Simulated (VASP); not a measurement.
The system is Li.

```
Li
1.0
     0.00000    2.20200    2.20200
     2.20200    0.00000    2.20200
     2.20200    2.20200    0.00000
Li
1
Cartesian
  0.0000 0.0000 0.0000
```

Program: VASP 6.6.1. Alike in all runs: task single point; no spin polarisation; cell as given; k mesh 7 × 7 × 7; cutoff (eV) 520; smearing fermi-dirac 0.15 eV. Hardware: 1 thread of Intel Xeon 8259CL (shared host).

**Question.** Order these runs on this cell by their wall time, lowest first.
A. level BLYP; potentials or basis VASP PAW PBE potentials, release 64 (Li_sv)
B. level LDA; potentials or basis VASP PAW LDA potentials, release 64 (Li_sv)
C. level r2SCAN; potentials or basis VASP PAW PBE potentials, release 64 (Li_sv)

**Answer.** B (2.5 s), A (6.1 s), C (29 s).
